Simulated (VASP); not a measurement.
Set up this calculation in VASP 6.6.1, as the native input.

| Quantity | Value |
| --- | --- |
| Task | relaxation of cell and atoms |
| Functional | PBE |
| Potentials or basis | VASP PAW PBE potentials, release 64 (Mo_sv) |
| Cutoff | 600 eV |
| k mesh | 9 × 9 × 4 |
| Occupations | gaussian, width 0.1 eV |
| Spin | no spin polarisation |
| Dipole correction | no |
| Further INCAR settings | ALGO = Normal; EDIFF = 1e-06; IBRION = 2; EDIFFG = -0.04; NSW = 90; ISIF = 3 |

The structure of Mo lies in POSCAR:

```
Mo
1.0
    2.8739028738      0.0000000000      0.0000000000
   -1.4369514369      2.4888728967      0.0000000000
    0.0000000000      0.0000000000      4.4643408703
Mo
2
Direct
    0.3333333333      0.6666666667      0.2500000000
    0.6666666667      0.3333333333      0.7500000000
```

The input as run:

INCAR

```
SYSTEM = Mo
ALGO = Normal
EDIFF = 1E-6
EDIFFG = -0.04
ENCUT = 600
GGA = PE
IBRION = 2
ISIF = 3
ISMEAR = 0
LASPH = .True.
LCHARG = .False.
LREAL = .False.
LWAVE = .False.
NELM = 100
NSW = 90
PREC = Accurate
SIGMA = 0.1
```

KPOINTS

```
k-points
0
Gamma
  9 9 4
  0 0 0
```

Potentials or basis: VASP PAW PBE potentials, release 64 (Mo_sv).

The run is started by

```console
$ cat potpaw_PBE.64/Mo_sv/POTCAR > POTCAR
$ mpirun -np 1 vasp_std > vasp.out
```

It gave:

```
Relaxed volume                         : 16.11 Å³/atom
Relaxed cell                           : a = 2.756 Å, b = 2.756 Å, c = 4.899 Å, α = 90.00°, β = 90.00°, γ = 120.00°
Space group after relaxing (to 0.05 Å) : P6_3/mmc (No. 194)
Energy gained by relaxing              : 52.6 meV/atom
Ionic steps                            : 12
Pressure after relaxing                : -0.2 GPa
Band gap on the k mesh                 : zero (band 14 reaches 13.07 eV, above the bottom of band 15 at 11.21 eV)
```

Run time: 100 s on 1 thread of Intel(R) Xeon(R) Platinum 8259CL CPU @ 2.50GHz (Skylake/Cascade Lake), with other jobs on the host, peak memory 0.17 GiB.
